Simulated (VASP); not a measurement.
Runs of VASP 6.6.1 on LiH. Symmetry: F-43m, No. 216, cubic system. Conventional cell: a = 4.290 Å, b = 4.290 Å, c = 4.290 Å, α = 90.00°, β = 90.00°, γ = 90.00°. Within 2.5 Å of Li (site symmetry -43m) lie 4 H at 1.86 Å. H (site symmetry -43m) has 4 Li at 1.86 Å within 2.5 Å. 

| level | potentials or basis | k mesh | cutoff (eV) | smearing | grid for exact exchange (PRECFOCK) | share of exact exchange | screening parameter | gap on the mesh (eV) | pressure (GPa) |
| --- | --- | --- | --- | --- | --- | --- | --- | --- | --- |
| PBE-based screened hybrid | VASP PAW PBE potentials, release 64 (Li_sv, H) | 4 × 4 × 4 | 520 | gaussian 0.01 eV | Normal | 0.1 | 0.3 1/Å | 4.53 | - |
| r2SCAN | VASP PAW PBE potentials, release 64 (Li_sv, H) | 8 × 8 × 8 | 830 | gaussian 0.01 eV | - | - | - | 4.78 | -0.1 |
| r2SCAN+rVV10 | VASP PAW PBE potentials, release 64 (Li_sv, H) | 8 × 8 × 8 | 830 | gaussian 0.01 eV | - | - | - | 4.74 | -0.3 |
| HSE06 | VASP PAW PBE potentials, release 64 (Li_sv, H) | 4 × 4 × 4 | 520 | gaussian 0.01 eV | Normal | - | 0.2079 1/Å | 5.25 | - |
| LDA | VASP PAW LDA potentials, release 64 (Li_sv, H) | 4 × 4 × 4 | 750 | gaussian 0.01 eV | - | - | - | 3.93 | (b) |
| PBE-based screened hybrid | VASP PAW PBE potentials, release 64 (Li_sv, H) | 4 × 4 × 4 | 520 | gaussian 0.01 eV | Normal | 0.35 | 0.1 1/Å | (a) | - |
| r2SCAN | VASP PAW PBE potentials, release 64 (Li_sv, H) | 8 × 8 × 8 | 830 | tetrahedron | - | - | - | 4.78 | -0.1 |
| r2SCAN | VASP PAW PBE potentials, release 64 (Li_sv, H) | 8 × 8 × 8 | 830 | methfessel-paxton 0.05 eV | - | - | - | 4.78 | -0.1 |

Alike in all rows: task single point; no spin polarisation; cell as given.

Q: Estimate the missing entries.

A: (a) 6.19; (b) -2.3.

Caveats: some runs use coarse meshes; the PAW data sets were made with another functional, which shifts forces and pressure a little (some runs); the cutoff is under 1.25 times the usual one of these potentials, so pressure, stress and relaxed cells hold a basis-set (Pulay) error (some runs).

A k mesh can miss the band edges.
